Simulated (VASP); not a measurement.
Al, 1 atom in the cell. It takes space group Fm-3m (No. 225, cubic). Conventional cell: a = 4.050 Å, b = 4.050 Å, c = 4.050 Å, α = 90.00°, β = 90.00°, γ = 90.00°. Al (site symmetry m-3m) has 12 Al at 2.86 Å within 3.8 Å. 

* Program: VASP 6.6.1
* Task: density of states
* Functional: LDA
* Potentials or basis: VASP PAW LDA potentials, release 64 (Al)
* Cutoff: 520 eV
* k mesh: 8 × 8 × 8
* Occupations: fermi-dirac, width 0.01 eV
* Spin: non-collinear spin, typed start
* Starting moments: [[0.354, 0.354, 0.0]] μB
* Dipole correction: no
* k mesh for the DOS: 12 × 12 × 12
* Occupations for the DOS: tetrahedron
* Further INCAR settings: ALGO = Fast; EDIFF = 1e-07; NBANDS = 14

Potentials or basis: VASP PAW LDA potentials, release 64 (Al).

Launch:

```bash
$ cat potpaw_LDA.64/Al/POTCAR > POTCAR
$ cp INCAR.step1 INCAR
$ cp KPOINTS.step1 KPOINTS
$ mpirun -np 1 vasp_ncl > vasp.out
$ cp INCAR.step2 INCAR
$ cp KPOINTS.step2 KPOINTS
$ mpirun -np 1 vasp_ncl > vasp.out
```

Hardware: 1 thread of AMD EPYC 7R13 Processor (Zen 3), with other jobs on the host.

Problem. Estimate the wall time of this run.

Solution. Run time: 3.3 min on 1 thread of AMD EPYC 7R13 Processor (Zen 3), on a shared host, peak memory 0.23 GiB. Counts: k points 476.
